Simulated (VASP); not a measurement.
# La3N4 (P-43m) in VASP: density of states with PBE

Aim: the density of states of La3N4 with PBE.

All numbers are computed with VASP 6.6.1; they aren't measurements. Logs are shortened: lines on timing, memory, paths and dates and some standing lists are left out, and cuts for length are marked.

### 1 The cell of the first run

It takes space group P-43m (No. 215, cubic). Conventional cell: a = 5.614 Å, b = 5.614 Å, c = 5.614 Å, α = 90.00°, β = 90.00°, γ = 90.00°. Within 3.1 Å of La (site symmetry -42m) lie 4 N at 2.35 Å. N (site symmetry 3m) has 3 La at 2.35 Å within 3.1 Å.

### 2 Density of states, PBE

POSCAR reads:

```
La3N4
1.0
    5.6142596839      0.0000000000      0.0000000000
    0.0000000000      5.6142596839      0.0000000000
    0.0000000000      0.0000000000      5.6142596839
La N
3 4
Direct
    0.0000000000      0.0000000000      0.5000000000
    0.5000000000      0.0000000000      0.0000000000
    0.0000000000      0.5000000000      0.0000000000
    0.7813824499      0.7813824499      0.7813824499
    0.2186175501      0.2186175501      0.7813824499
    0.2186175501      0.7813824499      0.2186175501
    0.7813824499      0.2186175501      0.2186175501
```

INCAR.step1 reads:

```
ALGO = Normal ; EDIFF = 1E-6
ENCUT = 520 ; GGA = PE
ISIF = 2 ; ISMEAR = 0
LASPH = True ; LCHARG = True
LMAXMIX = 6 ; LREAL = False
LWAVE = False ; NBANDS = 36
NELM = 100 ; PREC = Accurate
SIGMA = 0.1
```

KPOINTS.step1 reads:

```
k-points
0
Gamma
  8 8 8
```

INCAR.step2 reads:

```
ALGO = Normal ; EDIFF = 1E-6
ENCUT = 520 ; GGA = PE
ICHARG = 11 ; ISIF = 2
ISMEAR = -5 ; LASPH = True
LCHARG = False ; LMAXMIX = 6
LORBIT = 11 ; LREAL = False
LWAVE = False ; NEDOS = 1001
NELM = 100 ; PREC = Accurate
SIGMA = 0.1
```

KPOINTS.step2 reads:

```
k-points
0
Gamma
  12 12 12
```

Potentials or basis: VASP PAW PBE potentials, release 64 (La, N).

Run with:

```bash
> cat potpaw_PBE.64/La/POTCAR potpaw_PBE.64/N/POTCAR > POTCAR
> cp INCAR.step1 INCAR
> cp KPOINTS.step1 KPOINTS
> mpirun -np 1 vasp_std > vasp.out
> cp INCAR.step2 INCAR
> cp KPOINTS.step2 KPOINTS
> mpirun -np 1 vasp_std > vasp.out
```

OUTCAR:

```text
EDIFF = 1E-6
   ENCUT = 520
   GGA = PE
   ICHARG = 11
   ISIF = 2
   ISMEAR = -5
   LASPH = True
   LORBIT = 11
   LREAL = False
   NELM = 100
   PREC = Accurate

 ion  position               nearest neighbor table
   1  0.000  0.000  0.500-   4 2.35   5 2.35   6 2.35   7 2.35
   2  0.500  0.000  0.000-   4 2.35   5 2.35   6 2.35   7 2.35
   3  0.000  0.500  0.000-   4 2.35   5 2.35   6 2.35   7 2.35
   4  0.781  0.781  0.781-   1 2.35   2 2.35   3 2.35
   5  0.219  0.219  0.781-   1 2.35   2 2.35   3 2.35
   6  0.219  0.781  0.219-   1 2.35   2 2.35   3 2.35
   7  0.781  0.219  0.219-   1 2.35   2 2.35   3 2.35

  LATTYP: Found a simple cubic cell.
 ALAT       =     5.6142596839

  Lattice vectors:

 A1 = (   5.6142596839,   0.0000000000,   0.0000000000)
 A2 = (   0.0000000000,   5.6142596839,   0.0000000000)
 A3 = (   0.0000000000,   0.0000000000,   5.6142596839)

Analysis of symmetry for initial positions (statically):
=====================================================================
 Subroutine PRICEL returns:
 Original cell was already a primitive cell.

 Routine SETGRP: Setting up the symmetry group for a
 simple cubic supercell.

 Subroutine GETGRP returns: Found 24 space group operations
 (whereof 24 operations were pure point group operations)
 out of a pool of 48 trial point group operations.

The static configuration has the point symmetry T_d .

Analysis of symmetry for dynamics (positions and initial velocities):
=====================================================================
 Subroutine PRICEL returns:
 Original cell was already a primitive cell.

 Routine SETGRP: Setting up the symmetry group for a
 simple cubic supercell.

 Subroutine GETGRP returns: Found 24 space group operations
 (whereof 24 operations were pure point group operations)
 out of a pool of 48 trial point group operations.

The dynamic configuration has the point symmetry T_d .

 Subroutine INISYM returns: Found 24 space group operations
 (whereof 24 operations are pure point group operations),
 and found     1 'primitive' translations

----------------------------------------------------------------------------------------

                                     Primitive cell

  volume of cell :     176.9610

  direct lattice vectors                    reciprocal lattice vectors
     5.614259684  0.000000000  0.000000000     0.178117874  0.000000000  0.000000000
     0.000000000  5.614259684  0.000000000     0.000000000  0.178117874  0.000000000
     0.000000000  0.000000000  5.614259684     0.000000000  0.000000000  0.178117874

  length of vectors
     5.614259684  5.614259684  5.614259684     0.178117874  0.178117874  0.178117874

  position of ions in fractional coordinates (direct lattice)
     0.000000000  0.000000000  0.500000000
     0.500000000  0.000000000  0.000000000
     0.000000000  0.500000000  0.000000000
     0.781382450  0.781382450  0.781382450
     0.218617550  0.218617550  0.781382450
     0.218617550  0.781382450  0.218617550
     0.781382450  0.218617550  0.218617550

  ion indices of the primitive-cell ions
   primitive index   ion index
                 1           1
                 2           2
                 3           3
                 4           4
                 5           5
                 6           6
                 7           7

----------------------------------------------------------------------------------------

 KPOINTS: k-points

Automatic generation of k-mesh.
 Grid dimensions read from file:
 generate k-points for:   12   12   12

 Generating k-lattice:

  Cartesian coordinates                     Fractional coordinates (reciprocal lattice)
     0.014843156  0.000000000  0.000000000     0.083333333  0.000000000  0.000000000
     0.000000000  0.014843156  0.000000000     0.000000000  0.083333333  0.000000000
     0.000000000  0.000000000  0.014843156     0.000000000  0.000000000  0.083333333

  Length of vectors
     0.014843156  0.014843156  0.014843156

  Shift w.r.t. Gamma in fractional coordinates (k-lattice)
     0.000000000  0.000000000  0.000000000

 TETIRR: Found    854 inequivalent tetrahedra from    10368

 Subroutine IBZKPT returns following result:
 ===========================================

 Found     84 irreducible k-points:

 Following reciprocal coordinates:
            Coordinates               Weight
  0.000000  0.000000  0.000000      1.000000
  0.083333  0.000000  0.000000      6.000000
  0.166667  0.000000  0.000000      6.000000
  0.250000  0.000000  0.000000      6.000000
  0.333333  0.000000  0.000000      6.000000
  0.416667  0.000000  0.000000      6.000000
[... 16 lines left out ...]
  0.333333  0.333333  0.000000     12.000000
  0.416667  0.333333  0.000000     24.000000
 [... further k-points ...]
   k-points           NKPTS =     84   k-points in BZ     NKDIM =     84   number of bands    NBANDS=     31
   number of dos      NEDOS =   1001   number of ions     NIONS =      7
   total plane-waves  NPLWV =  74088
   dimension x,y,z NGX =    42 NGY =   42 NGZ =   42
   dimension x,y,z NGXF=    84 NGYF=   84 NGZF=   84
   ions per type =               3   4
   NGX,Y,Z   is equivalent  to a cutoff of  12.44, 12.44, 12.44 a.u.
   NGXF,Y,Z  is equivalent  to a cutoff of  24.87, 24.87, 24.87 a.u.
 SYSTEM =  unknown system
   PREC   = accura    normal or accurate (medium, high low for compatibility)
   ISTART =      0    job   : 0-new  1-cont  2-samecut
   ICHARG =     11    charge: 1-file 2-atom 10-const
   ISPIN  =      1    spin polarized calculation?
   LNONCOLLINEAR =      F non collinear calculations
   LSORBIT =      F    spin-orbit coupling
   LASPH  =      T    aspherical Exc in radial PAW
   ENCUT  =  520.0 eV  38.22 Ry    6.18 a.u.  10.44 10.44 10.44*2*pi/ulx,y,z
   NELM   =    100;   NELMIN=  2; NELMDL=  0     # of ELM steps
   EDIFF  = 0.1E-05   stopping-criterion for ELM
   LREAL  =      F    real-space projection
   EDIFFG = 0.1E-04   stopping-criterion for IOM
   NSW    =      0    number of steps for IOM
   IBRION =     -1    ionic relax: 0-MD 1-quasi-New 2-CG
   NFREE  =      0    steps in history (QN), initial steepest desc. (CG)
   ISIF   =      2    stress and relaxation
   ISYM   =      2    0-nonsym 1-usesym 2-fastsym
   POTIM  = 0.5000    time-step for ionic-motion
   TEBEG  =    0.0;   TEEND  =   0.0 temperature during run
   PSTRESS=    0.0 pullay stress
   NELECT =      53.0000    total number of electrons
   NUPDOWN=      -1.0000    fix difference up-down
   EMIN   =  10.00;   EMAX   =-10.00  energy-range for DOS
   EFERMI =   0.00;   METHOD = LEGACY
   ISMEAR =    -5;   SIGMA  =   0.10  broadening in eV -4-tet -1-fermi 0-gaus
   EFERMI_NEDOS =   21; number of points for ismear=-14 and -15
   IALGO  =     38    algorithm
   IMIX   =      4    mixing-type and parameters
     AMIX     =   0.40;   BMIX     =  1.00
     AMIX_MAG =   1.60;   BMIX_MAG =  1.00
  volume/ion in A,a.u.               =      25.28       170.60
  Fermi-wavevector in a.u.,A,eV,Ry     =   1.095320  2.069854 16.323257  1.199726
  Thomas-Fermi vector in A             =   2.231641
   LORBIT       =     11    0 simple, 1 ext, 2 COOP (PROOUT), +10 PAW based schemes
   GGA     = PE    functional components
   LHFCALC =     F    Hartree Fock is set to
   AEXX    =    0.0000 exact exchange contribution
   IVDW    =     0    specifies the selected vdW correction
   LEPSILON=     F    determine dielectric tensor
   LRPA    =     F    only Hartree local field effects (RPA)
 non-spin polarized calculation
 Fermi weights with tetrahedron method with Bloechl corrections
  energy-cutoff  :      520.00
  volume of cell :      176.96
 maximum number of plane-waves:      4793
 NGX is ok and might be reduce to    42

 number of electron      52.9999995 magnetization

 Free energy of the ion-electron system (eV)
  ---------------------------------------------------
  ext. energy  EPLUGINS =         0.00000000
  ---------------------------------------------------
  free energy    TOTEN  =       -50.28467639 eV

  energy without entropy =      -50.28467639  energy(sigma->0) =      -50.28467639

 E-fermi :   3.3444     XC(G=0):  -8.3274

 val. band max:        3.3614320229   @ k =   0.1667   0.1667   0.0833
 cond. band min:       3.3131847817   @ k =   0.2500   0.2500   0.0833
 fundamental gap:     -0.0482472412
 Fermi energy:         3.3444436945

 k-point     1 :       0.0000    0.0000    0.0000
  band No.  band energies     occupation
      1     -27.1333      2.00000
      2     -26.9751      2.00000
      3     -26.9751      2.00000
      4     -12.4944      2.00000
      5     -12.4944      2.00000
      6     -12.4944      2.00000
[... 23 lines left out ...]
     30       6.8972      0.00000
     31       6.9025      0.00000

 k-point     2 :       0.0833    0.0000    0.0000
  band No.  band energies     occupation
      1     -27.1309      2.00000
      2     -26.9775      2.00000
      3     -26.9751      2.00000
      4     -12.4885      2.00000
      5     -12.4885      2.00000
      6     -12.4749      2.00000
[... 23 lines left out ...]
     30       6.8739      0.00000
     31       6.9077      0.00000

 k-point     3 :       0.1667    0.0000    0.0000
  band No.  band energies     occupation
      1     -27.1241      2.00000
      2     -26.9846      2.00000
      3     -26.9751      2.00000
      4     -12.4719      2.00000
      5     -12.4719      2.00000
      6     -12.4169      2.00000
[... 23 lines left out ...]
     30       6.8438      0.00000
     31       6.9451      0.00000

 k-point     4 :       0.2500    0.0000    0.0000
  band No.  band energies     occupation
      1     -27.1134      2.00000
      2     -26.9955      2.00000
      3     -26.9750      2.00000
      4     -12.4483      2.00000
      5     -12.4483      2.00000
      6     -12.3213      2.00000
[... 23 lines left out ...]
     30       6.8713      0.00000
     31       6.9902      0.00000

 k-point     5 :       0.3333    0.0000    0.0000
  band No.  band energies     occupation
      1     -27.1003      2.00000
      2     -27.0090      2.00000
      3     -26.9749      2.00000
      4     -12.4235      2.00000
      5     -12.4235      2.00000
      6     -12.1902      2.00000
[... 23 lines left out ...]
     30       6.9686      0.00000
     31       7.0383      0.00000
[... 542 lines left out ...]
     30       6.8773      0.00000
     31       7.0108      0.00000

 k-point    22 :       0.5000    0.2500    0.0000
  band No.  band energies     occupation
      1     -27.0657      2.00000
      2     -27.0281      2.00000
      3     -26.9905      2.00000
      4     -12.4187      2.00000
      5     -12.3938      2.00000
      6     -11.8707      2.00000
[... 23 lines left out ...]
     30       6.8234      0.00000
     31       7.0062      0.00000

 k-point    23 :       0.3333    0.3333    0.0000
  band No.  band energies     occupation
      1     -27.0728      2.00000
      2     -27.0148      2.00000
      3     -26.9966      2.00000
      4     -12.4454      2.00000
      5     -12.3931      2.00000
      6     -11.9868      2.00000
[... 23 lines left out ...]
     30       6.9181      0.00000
     31       7.0105      0.00000

 k-point    24 :       0.4167    0.3333    0.0000
  band No.  band energies     occupation
      1     -27.0611      2.00000
      2     -27.0225      2.00000
      3     -27.0005      2.00000
      4     -12.4356      2.00000
      5     -12.3930      2.00000
      6     -11.9184      2.00000
[... 23 lines left out ...]
     30       6.9007      0.00000
     31       7.0356      0.00000

 [... further k-points ...]
[... 5 lines left out ...]
  --------------------------------------------------------------------------------------
  -------------------------------------------------------------------------------------
  Total       -0.1519915     -0.1519915     -0.1519915      0.0000000      0.0000000      0.0000000
  in kB       -1.3761080     -1.3761080     -1.3761080      0.0000000      0.0000000      0.0000000
  external PRESSURE =      -1.3761080 kB  Pullay stress =       0.0000000 kB

 VOLUME and BASIS-vectors are now :
 -----------------------------------------------------------------------------
  energy-cutoff  :      520.00
  volume of cell :      176.96
      direct lattice vectors                 reciprocal lattice vectors
     5.614259684  0.000000000  0.000000000     0.178117874  0.000000000  0.000000000
     0.000000000  5.614259684  0.000000000     0.000000000  0.178117874  0.000000000
     0.000000000  0.000000000  5.614259684     0.000000000  0.000000000  0.178117874

 POSITION                                       TOTAL-FORCE (eV/Angst)
 -----------------------------------------------------------------------------------
      0.00000      0.00000      2.80713        -0.000000      0.000000      0.000000
      2.80713      0.00000      0.00000         0.000000      0.000000      0.000000
      0.00000      2.80713      0.00000         0.000000      0.000000      0.000000
      4.38688      4.38688      4.38688         0.000432      0.000432      0.000432
      1.22738      1.22738      4.38688        -0.000432     -0.000432      0.000432
      1.22738      4.38688      1.22738        -0.000432      0.000432     -0.000432
      4.38688      1.22738      1.22738         0.000432     -0.000432     -0.000432
 -----------------------------------------------------------------------------------
    total drift:                               -0.000000     -0.000000     -0.000000

  FREE ENERGIE OF THE ION-ELECTRON SYSTEM (eV)
  ---------------------------------------------------
  free  energy   TOTEN  =       -50.2846763878 eV

  energy  without entropy=      -50.2846763878  energy(sigma->0) =      -50.28467639

 total charge

# of ion       s       p       d       f       tot
--------------------------------------------------
    1        2.036   5.603   0.897   0.254   8.790
    2        2.036   5.603   0.897   0.254   8.790
    3        2.036   5.603   0.897   0.254   8.790
    4        1.298   2.298   0.000   0.000   3.596
    5        1.298   2.298   0.000   0.000   3.596
    6        1.298   2.298   0.000   0.000   3.596
    7        1.298   2.298   0.000   0.000   3.596
--------------------------------------------------
tot         11.300  26.001   2.691   0.762  40.754
```

Wall time 8 min (1 thread of AMD EPYC 9R45 (Zen 5), shared host); peak memory 0.52 GiB.

What came out:

| Property | Result |
| --- | --- |
| Valence electrons inside the program's atomic spheres | La 8.79; N 3.60 |

Caveat: spin-orbit coupling is left out, which moves the levels of the heavy elements; tetrahedron occupations give inexact forces and stress in metals.
